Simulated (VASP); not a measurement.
# Sc3Al: single point with r2SCAN

The system is Sc3Al.

```xyz
4
Lattice="4.3365 0.0000 0.0000 0.0000 4.3365 0.0000 0.0000 0.0000 4.3365" Properties=species:S:1:pos:R:3 pbc="T T T"
Sc    2.1683    0.0000    2.1683
Sc    0.0000    2.1683    2.1683
Sc    2.1683    2.1683    0.0000
Al    0.0000    0.0000    0.0000
```

```json
{
 "Program": "VASP 6.6.1",
 "Task": "single point",
 "Functional": "r2SCAN",
 "Potentials or basis": "VASP PAW PBE potentials, release 64 (Sc_sv, Al)",
 "Cutoff": "520 eV",
 "k mesh": "10 × 10 × 10",
 "Occupations": "gaussian, width 0.1 eV",
 "Spin": "no spin polarisation"
}
```

The pressure is 4.7 GPa. The band gap on the k mesh is zero (bands 18 and 19 overlap by 1.64 eV).

Levels at points of the mesh, in eV from the Fermi level:
```
           k point  band 14  band 15  band 16  band 17  band 18  band 19  band 20  band 21  band 22  band 23
(0.00, 0.00, 0.00)    -2.92    -1.17    -1.17    -0.50    -0.50    -0.50     0.59     0.59     0.59     2.62
(0.50, 0.00, 0.00)    -4.47    -1.63    -1.00    -1.00     0.12     0.13     0.95     0.95     1.67     1.82
(0.50, 0.50, 0.00)    -3.15    -3.15    -1.71    -1.18     0.23     0.54     0.54     1.22     1.22     1.97
(0.50, 0.50, 0.50)    -1.60    -1.60    -1.60    -1.41    -1.41    -1.41     0.36     1.68     1.68     1.68
```

Wall time 15 min on 1 thread of Intel Xeon 8259CL, with other jobs on the host, peak memory 0.22 GiB.

Caveat: the cell stands under pressure; the PAW data sets were made with another functional, which shifts forces and pressure a little.
